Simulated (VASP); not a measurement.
# BiIr (F-43m) in VASP: a series of runs

The runs below take BiIr through single point, with LDA, PBE.

Everything below comes from runs of VASP 6.6.1. Logs are shortened: lines on timing, memory, paths and dates and some standing lists are left out, and cuts for length are marked.

### Step 1. The cell of the first run

It takes space group F-43m (No. 216, cubic). Conventional cell: a = 6.135 Å, b = 6.135 Å, c = 6.135 Å, α = 90.00°, β = 90.00°, γ = 90.00°. Within 3.5 Å of Ir (site symmetry -43m) lie 4 Bi at 2.66 Å. Bi (site symmetry -43m) has 4 Ir at 2.66 Å within 3.5 Å.

### Step 2. Single point, LDA

INCAR reads:

```
SYSTEM = BiIr
PREC = Accurate
ENCUT = 500
EDIFF = 1E-6
ISMEAR = 0
SIGMA = 0.05
LREAL = .FALSE.
LASPH = .TRUE.
NELM = 120
ALGO = Normal
ISIF = 2
LWAVE = .FALSE.
LCHARG = .FALSE.
NBANDS = 19
GGA_COMPAT = .FALSE.
```

KPOINTS reads:

```
regular mesh
0
G
  10 10 10
  0 0 0
```

POSCAR reads:

```
BiIr
1.0
    0.0000000000      3.0674769725      3.0674769725
    3.0674769725      0.0000000000      3.0674769725
    3.0674769725      3.0674769725      0.0000000000
Ir Bi
1 1
Direct
    0.0000000000      0.0000000000      0.0000000000
    0.2500000000      0.2500000000      0.2500000000
```

Potentials or basis: VASP PAW LDA potentials, release 64 (Ir, Bi_d).

Launch:

```console
$ cat potpaw_LDA.64/Ir/POTCAR potpaw_LDA.64/Bi_d/POTCAR > POTCAR
$ mpirun -np 1 vasp_std > vasp.out
```

OUTCAR:

```text
SYSTEM = BiIr
   PREC = Accurate
   ENCUT = 500
   EDIFF = 1E-6
   ISMEAR = 0
   LREAL = .FALSE.
   LASPH = .TRUE.
   NELM = 120
   ISIF = 2

 ion  position               nearest neighbor table
   1  0.000  0.000  0.000-   2 2.66   2 2.66   2 2.66   2 2.66
   2  0.250  0.250  0.250-   1 2.66   1 2.66   1 2.66   1 2.66

  LATTYP: Found a face centered cubic cell.
 ALAT       =     6.1349539450

  Lattice vectors:

 A1 = (   0.0000000000,   3.0674769725,   3.0674769725)
 A2 = (   3.0674769725,   0.0000000000,   3.0674769725)
 A3 = (   3.0674769725,   3.0674769725,   0.0000000000)

Analysis of symmetry for initial positions (statically):
=====================================================================
 Subroutine PRICEL returns:
 Original cell was already a primitive cell.

 Routine SETGRP: Setting up the symmetry group for a
 face centered cubic supercell.

 Subroutine GETGRP returns: Found 24 space group operations
 (whereof 24 operations were pure point group operations)
 out of a pool of 48 trial point group operations.

The static configuration has the point symmetry T_d .

Analysis of symmetry for dynamics (positions and initial velocities):
=====================================================================
 Subroutine PRICEL returns:
 Original cell was already a primitive cell.

 Routine SETGRP: Setting up the symmetry group for a
 face centered cubic supercell.

 Subroutine GETGRP returns: Found 24 space group operations
 (whereof 24 operations were pure point group operations)
 out of a pool of 48 trial point group operations.

The dynamic configuration has the point symmetry T_d .

 Subroutine INISYM returns: Found 24 space group operations
 (whereof 24 operations are pure point group operations),
 and found     1 'primitive' translations

----------------------------------------------------------------------------------------

                                     Primitive cell

  volume of cell :      57.7263

  direct lattice vectors                    reciprocal lattice vectors
     0.000000000  3.067476973  3.067476973    -0.163000409  0.163000409  0.163000409
     3.067476973  0.000000000  3.067476973     0.163000409 -0.163000409  0.163000409
     3.067476973  3.067476973  0.000000000     0.163000409  0.163000409 -0.163000409

  length of vectors
     4.338067537  4.338067537  4.338067537     0.282324989  0.282324989  0.282324989

  position of ions in fractional coordinates (direct lattice)
     0.000000000  0.000000000  0.000000000
     0.250000000  0.250000000  0.250000000
[... 70 lines left out ...]
   ICHARG =      2    charge: 1-file 2-atom 10-const
   ISPIN  =      1    spin polarized calculation?
   LNONCOLLINEAR =      F non collinear calculations
   LSORBIT =      F    spin-orbit coupling
   LASPH  =      T    aspherical Exc in radial PAW
   ENCUT  =  500.0 eV  36.75 Ry    6.06 a.u.   7.91  7.91  7.91*2*pi/ulx,y,z
   NELM   =    120;   NELMIN=  2; NELMDL= -5     # of ELM steps
   EDIFF  = 0.1E-05   stopping-criterion for ELM
   LREAL  =      F    real-space projection
   EDIFFG = 0.1E-04   stopping-criterion for IOM
   NSW    =      0    number of steps for IOM
   IBRION =     -1    ionic relax: 0-MD 1-quasi-New 2-CG
   NFREE  =      0    steps in history (QN), initial steepest desc. (CG)
   ISIF   =      2    stress and relaxation
   ISYM   =      2    0-nonsym 1-usesym 2-fastsym
   POTIM  = 0.5000    time-step for ionic-motion
   TEBEG  =    0.0;   TEEND  =   0.0 temperature during run
   PSTRESS=    0.0 pullay stress
   NELECT =      24.0000    total number of electrons
   NUPDOWN=      -1.0000    fix difference up-down
   EMIN   =  10.00;   EMAX   =-10.00  energy-range for DOS
   EFERMI =   0.00;   METHOD = LEGACY
   ISMEAR =     0;   SIGMA  =   0.05  broadening in eV -4-tet -1-fermi 0-gaus
   EFERMI_NEDOS =   21; number of points for ismear=-14 and -15
   IALGO  =     38    algorithm
   IMIX   =      4    mixing-type and parameters
     AMIX     =   0.40;   BMIX     =  1.00
     AMIX_MAG =   1.60;   BMIX_MAG =  1.00
  volume/ion in A,a.u.               =      28.86       194.78
  Fermi-wavevector in a.u.,A,eV,Ry     =   1.221858  2.308976 20.312628  1.492936
  Thomas-Fermi vector in A             =   2.357025
   LORBIT       =      0    0 simple, 1 ext, 2 COOP (PROOUT), +10 PAW based schemes
   GGA     = CA    functional components
   LHFCALC =     F    Hartree Fock is set to
   AEXX    =    0.0000 exact exchange contribution
   IVDW    =     0    specifies the selected vdW correction
   LEPSILON=     F    determine dielectric tensor
   LRPA    =     F    only Hartree local field effects (RPA)
 non-spin polarized calculation
 Gauss-broadening in eV      SIGMA  =   0.05
  energy-cutoff  :      500.00
  volume of cell :       57.73
 maximum number of plane-waves:      1477
   NGX = 15   NGY = 15   NGZ = 15

 number of electron      23.9999995 magnetization

 Free energy of the ion-electron system (eV)
  ---------------------------------------------------
  ext. energy  EPLUGINS =         0.00000000
  ---------------------------------------------------
  free energy    TOTEN  =       -13.30735182 eV

  energy without entropy =      -13.30591041  energy(sigma->0) =      -13.30663111

 E-fermi :   4.9616     XC(G=0): -10.2116

 val. band max:        4.9459569541   @ k =   0.4000   0.3000   0.1000
 cond. band min:       5.0068487548   @ k =   0.5000   0.5000   0.0000
 fundamental gap:      0.0608918007
 Fermi energy:         4.9616264085

 k-point     1 :       0.0000    0.0000    0.0000
  band No.  band energies     occupation
      1     -17.5506      2.00000
      2     -17.5506      2.00000
      3     -17.5506      2.00000
      4     -17.5036      2.00000
      5     -17.5036      2.00000
      6      -6.9932      2.00000
[... 505 lines left out ...]
      6      -6.0127      2.00000
[... 11 lines left out ...]
     18      15.6053      0.00000
     19      16.7174      0.00000

 [... further k-points ...]
[... 5 lines left out ...]
  --------------------------------------------------------------------------------------
  -------------------------------------------------------------------------------------
  Total       -1.9578706     -1.9578706     -1.9578706      0.0000000     -0.0000000     -0.0000000
  in kB      -54.3401246    -54.3401246    -54.3401246      0.0000000     -0.0000000     -0.0000000
  external PRESSURE =     -54.3401246 kB  Pullay stress =       0.0000000 kB

 VOLUME and BASIS-vectors are now :
 -----------------------------------------------------------------------------
  energy-cutoff  :      500.00
  volume of cell :       57.73
      direct lattice vectors                 reciprocal lattice vectors
     0.000000000  3.067476973  3.067476973    -0.163000409  0.163000409  0.163000409
     3.067476973  0.000000000  3.067476973     0.163000409 -0.163000409  0.163000409
     3.067476973  3.067476973  0.000000000     0.163000409  0.163000409 -0.163000409

 POSITION                                       TOTAL-FORCE (eV/Angst)
 -----------------------------------------------------------------------------------
      0.00000      0.00000      0.00000         0.000000      0.000000      0.000000
      1.53374      1.53374      1.53374        -0.000000     -0.000000     -0.000000
 -----------------------------------------------------------------------------------
    total drift:                                0.000000      0.000000      0.000000

  FREE ENERGIE OF THE ION-ELECTRON SYSTEM (eV)
  ---------------------------------------------------
  free  energy   TOTEN  =       -13.3073518212 eV

  energy  without entropy=      -13.3059104062  energy(sigma->0) =      -13.30663111
```

OSZICAR:

```text
N       E                     dE             d eps       ncg     rms          rms(c)
DAV:   1     0.229578223154E+03    0.22958E+03   -0.11793E+04  1786   0.134E+03
DAV:   2     0.354292641967E+01   -0.22604E+03   -0.21764E+03  1786   0.384E+02
DAV:   3    -0.130166291556E+02   -0.16560E+02   -0.16407E+02  2065   0.118E+02
DAV:   4    -0.134658010912E+02   -0.44917E+00   -0.44885E+00  2207   0.200E+01
DAV:   5    -0.134811862011E+02   -0.15385E-01   -0.15384E-01  2409   0.341E+00    0.563E+00
DAV:   6    -0.133601780604E+02    0.12101E+00   -0.21769E-01  2097   0.450E+00    0.257E+00
DAV:   7    -0.133193189822E+02    0.40859E-01   -0.88395E-02  2440   0.265E+00    0.140E+00
DAV:   8    -0.133075976696E+02    0.11721E-01   -0.39278E-02  1987   0.172E+00    0.126E-01
DAV:   9    -0.133073514688E+02    0.24620E-03   -0.20222E-03  2242   0.523E-01    0.448E-02
DAV:  10    -0.133073502913E+02    0.11775E-05   -0.12096E-04  2499   0.117E-01    0.179E-02
DAV:  11    -0.133073518230E+02   -0.15317E-05   -0.12292E-05  1998   0.320E-02    0.212E-03
DAV:  12    -0.133073518212E+02    0.18399E-08   -0.37607E-07  1169   0.550E-03
   1 F= -.13307352E+02 E0= -.13306631E+02  d E =-.144142E-02
```

stdout:

```text
POSCAR found type information on POSCAR IrBi
 POSCAR found :  2 types and       2 ions
 scaLAPACK will be used
 LDA part: xc-table for (Slater(with rela. corr.)+CA(PZ))
 , standard interpolation
 POSCAR, INCAR and KPOINTS ok, starting setup
 FFT: planning ... GRIDC
 FFT: planning ... GRID_SOFT
 FFT: planning ... GRID
 WAVECAR not read
 entering main loop
```

It took 19 s on 1 thread of AMD EPYC 9R45 (Zen 5), shared host; peak memory 0.16 GiB.

Results:

* Free energy: -13.3074 eV
* Pressure: -5.4 GPa
* Band gap on the k mesh: zero (band 12 reaches 7.20 eV, above the bottom of band 13 at 4.41 eV)

Levels at points of the mesh, in eV from the Fermi level:
```tsv
k point	band 9	band 10	band 11	band 12	band 13	band 14	band 15	band 16
(0.00, 0.00, 0.00)	-3.36	-1.49	-1.49	2.24	4.81	4.81	4.81	6.74
(0.50, 0.00, 0.00)	-3.06	-1.42	-1.42	-1.30	2.51	2.51	3.68	8.01
(0.50, 0.50, 0.00)	-2.27	-1.63	-1.39	-1.24	0.05	0.05	4.88	5.26
```

Caveat: spin-orbit coupling is left out, which moves the levels of the heavy elements.

### Step 3. Single point, PBE (volume scaled by 1.020)

INCAR reads:

```
SYSTEM = BiIr
ALGO = Normal
EDIFF = 1E-6
ENCUT = 500
GGA = PE
GGA_COMPAT = .False.
ISIF = 2
ISMEAR = 0
LASPH = .True.
LCHARG = .False.
LREAL = .False.
LWAVE = .False.
NBANDS = 19
NELM = 120
PREC = Accurate
SIGMA = 0.05
```

KPOINTS reads:

```
k-points
0
Gamma
  10 10 10
  0 0 0
```

POSCAR reads:

```
BiIr
1.0
    0.0000000000      3.0877919816      3.0877919816
    3.0877919816      0.0000000000      3.0877919816
    3.0877919816      3.0877919816      0.0000000000
Ir Bi
1 1
Direct
    0.0000000000      0.0000000000      0.0000000000
    0.2500000000      0.2500000000      0.2500000000
```

Potentials or basis: VASP PAW PBE potentials, release 64 (Ir, Bi_d).

Launch:

```console
$ cat potpaw_PBE.64/Ir/POTCAR potpaw_PBE.64/Bi_d/POTCAR > POTCAR
$ mpirun -np 1 vasp_std > vasp.out
```

It took 23 s on 1 thread of AMD EPYC 9R45 (Zen 5), shared host; peak memory 0.18 GiB.

It converged, with:

| Quantity | Value |
| --- | --- |
| Free energy | -11.4352 eV |
| Pressure | -1.5 GPa |
| Band gap on the k mesh | zero (band 12 reaches 7.17 eV, above the bottom of band 13 at 4.49 eV) |

Levels at points of the mesh, in eV from the Fermi level:
```tsv
k point	band 8	band 9	band 10	band 11	band 12	band 13	band 14	band 15	band 16	band 17
(0.00, 0.00, 0.00)	-3.27	-3.27	-1.46	-1.46	2.16	4.71	4.71	4.71	6.66	6.66
(0.50, 0.00, 0.00)	-2.99	-2.99	-1.39	-1.39	-1.25	2.48	2.48	3.62	8.00	8.02
(0.50, 0.50, 0.00)	-2.22	-2.22	-1.56	-1.36	-1.24	0.08	0.08	4.81	5.24	12.06
```

Caveat: spin-orbit coupling is left out, which moves the levels of the heavy elements.
